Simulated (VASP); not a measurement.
A run of VASP 6.6.1 is set up as follows.

INCAR

```
PREC = Accurate
ENCUT = 520
EDIFF = 1E-6
ISMEAR = 0
SIGMA = 0.15
LREAL = False
LASPH = True
NELM = 60
ALGO = Fast
ISIF = 2
LWAVE = False
LCHARG = True
GGA = PE
LELF = True
LVHAR = True
NBANDS = 11
```

KPOINTS

```
Automatic mesh
0
Gamma
  15 15 12
```

POSCAR

```
Ba
1.0
    4.5271943828      0.0000000000      0.0000000000
   -2.2635971914      3.9206653434      0.0000000000
    0.0000000000      0.0000000000      3.9134133000
Ba
1
Direct
    0.0000000000      0.0000000000      0.0000000000
```

Potentials or basis: VASP PAW PBE potentials, release 64 (Ba_sv).

Launch:

```console
$ cat potpaw_PBE.64/Ba_sv/POTCAR > POTCAR
$ mpirun -np 1 vasp_std > vasp.out
```

Question: Predict the pressure.

Answer: -0.6 GPa.

Question: What does it give for the band gap on the k mesh?

Answer: Zero (bands 5 and 6 overlap by 0.33 eV).

Stress tensor (GPa, compression positive):
```
-1.39  0.00  0.00
 0.00 -1.39  0.00
 0.00  0.00  0.83
```

Caveat: the cell differs from its parent crystal (strain +0.050 along x and y, +0.000 along z); spin-orbit coupling is left out, which moves the levels of the heavy elements.
